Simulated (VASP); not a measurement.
Ge2Sb2Te5, 9 atoms in the cell. The structure is monoclinic, space group Cm (No. 8). Conventional cell: a = 12.178 Å, b = 5.586 Å, c = 8.561 Å, α = 90.00°, β = 134.17°, γ = 90.00°. Te (site symmetry m) has 2 Ge at 2.77 to 2.85 Å and 3 Sb at 2.86 to 2.91 Å and 9 Te at 3.27 to 4.01 Å within 4.1 Å. Within 3.8 Å of Te (site symmetry m) lie 3 Ge at 2.76 to 2.85 Å and 2 Sb at 2.85 to 3.02 Å and 6 Te at 3.27 to 3.71 Å. Within 3.7 Å of Te (site symmetry m) lie 3 Ge at 2.78 to 2.84 Å and 2 Sb at 2.92 to 2.94 Å and 4 Te at 3.38 to 3.61 Å. Within 3.7 Å of Te (site symmetry m) lie 2 Ge at 2.72 to 2.75 Å and 2 Sb at 2.83 to 2.85 Å and 7 Te at 3.54 to 3.66 Å. Within 3.7 Å of Te (site symmetry m) lie 2 Ge at 2.83 to 2.92 Å and 3 Sb at 2.88 to 2.98 Å and 4 Te at 3.27 to 3.54 Å. Within 3.9 Å of Sb (site symmetry m) lie 6 Te at 2.85 to 2.94 Å and 4 Ge at 3.55 to 3.81 Å and 2 Sb at 3.63 Å. Within 3.7 Å of Sb (site symmetry m) lie 6 Te at 2.83 to 3.02 Å and 2 Ge at 3.42 to 3.67 Å and 2 Sb at 3.63 Å. Ge (site symmetry m) has 6 Te at 2.75 to 2.85 Å and 4 Sb at 3.42 to 3.81 Å and 2 Ge at 3.62 Å within 3.9 Å. 

```yaml
Program: VASP 6.6.1
Task: single point
Functional: PBE
Potentials_or_basis: VASP PAW PBE potentials, release 64 (Te, Sb, Ge_d)
Cutoff: 520 eV
k_mesh: 4 × 4 × 3
Occupations: fermi-dirac, width 0.05 eV
Spin: no spin polarisation
Dipole_correction: no
Further_INCAR_settings: ALGO = Normal; EDIFF = 1e-06; NBANDS = 44
```

Potentials or basis: VASP PAW PBE potentials, release 64 (Te, Sb, Ge_d).

The run is started by

```console
$ cat potpaw_PBE.64/Te/POTCAR potpaw_PBE.64/Sb/POTCAR potpaw_PBE.64/Ge_d/POTCAR > POTCAR
$ mpirun -np 1 vasp_std > vasp.out
```

Hardware: 1 thread of Intel(R) Xeon(R) 6975P-C (Granite Rapids) (shared host).

Problem. How long does it take, and how much memory?

Solution. Run time: 2.5 min on 1 thread of Intel(R) Xeon(R) 6975P-C (Granite Rapids), on a shared host, peak memory 0.5 GiB. Counts: scf iterations 13, k points 17.
